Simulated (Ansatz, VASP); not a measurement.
## Ga3Se: VASP beside Ansatz

Contents of INCAR:

```
ALGO     = Normal         # electronic algorithm
EDIFF    = 1E-7           # SCF threshold, eV
ENCUT    = 520            # plane-wave cutoff, eV
GGA      = PE             # functional
ISIF     = 2              # what is computed and relaxed
ISMEAR   = -1             # smearing method
LASPH    = True           # aspherical terms in the spheres
LCHARG   = False          # write CHGCAR
LREAL    = False          # projectors in reciprocal space
LWAVE    = False          # write WAVECAR
NBANDS   = 30             # bands
NELM     = 80             # most SCF steps
PREC     = Accurate       # precision mode
SIGMA    = 0.05           # smearing width, eV
```

File KPOINTS:

```
k-points
0
Gamma
  5 5 5
```

Contents of POSCAR:

```
Ga3Se
1.0
    4.3438157000      0.0000000000      0.0000000000
    0.0000000000      4.3438157000      0.0000000000
    0.0000000000      0.0000000000      4.4324650000
Se Ga
1 3
Direct
    0.0000000000      0.0000000000      0.0000000000
    0.5000000000      0.5000000000      0.0000000000
    0.5000000000      0.0000000000      0.5000000000
    0.0000000000      0.5000000000      0.5000000000
```

File input.yaml:

```yaml
crystal:
  lattice:
    - [4.3438157, 0.0, 0.0]
    - [0.0, 4.3438157, 0.0]
    - [0.0, 0.0, 4.432465]
  atoms:
    - { symbol: Se, position: [0.0, 0.0, 0.0] }
    - { symbol: Ga, position: [0.5, 0.5, 0.0] }
    - { symbol: Ga, position: [0.5, 0.0, 0.5] }
    - { symbol: Ga, position: [0.0, 0.5, 0.5] }
hamiltonian:
  xc: pbe
  pseudopotentials: { kind: paw }
kpoints:
  mp_grid: { grid: [5, 5, 5] }
  band_path:
    path:
      - [[0.0, 0.0, 0.0], [0.0, 0.5, 0.0], [0.5, 0.5, 0.0], [0.0, 0.0, 0.0], [0.0, 0.0, 0.5], [0.0, 0.5, 0.5], [0.5, 0.5, 0.5], [0.0, 0.0, 0.5]]
      - [[0.0, 0.5, 0.0], [0.0, 0.5, 0.5]]
      - [[0.5, 0.5, 0.0], [0.5, 0.5, 0.5]]
    npoints: 14
scf:
  occupations: { method: fermi_dirac, width: 0.05 }
  n_extra_bands: 10
output:
  forces: true
  stress: true
  eigenvalues: true
  fatbands: false
```

Alike in both runs: functional PBE; k mesh 5 × 5 × 5; occupations fermi-dirac, width 0.05 eV; no spin polarisation.

```csv
,VASP,Ansatz
version,VASP 6.6.1,Ansatz 0.2.0
potentials or method,"VASP PAW PBE potentials, release 64 (Se, Ga_d)",Ansatz PAW
plane-wave cutoff (eV),520,420
valence electrons in the cell,45,55
task,single point,band structure
```

```csv
,VASP,Ansatz,Ansatz less VASP
gap on the k mesh at the Fermi level (eV),none,none,-
pressure (GPa),1.6,1.5,-0.06
"traceless stress, the component that is largest in VASP (GPa)",0.39,0.39,+0.002
```

A gap of «none» marks a metal or a gap that the smearing closes. With one functional, cell and mesh, what is left measures potentials, basis and numerics. VASP's potentials hold 45 valence electrons a cell and Ansatz's 55, so a difference there can come from the potentials and not from the codes.
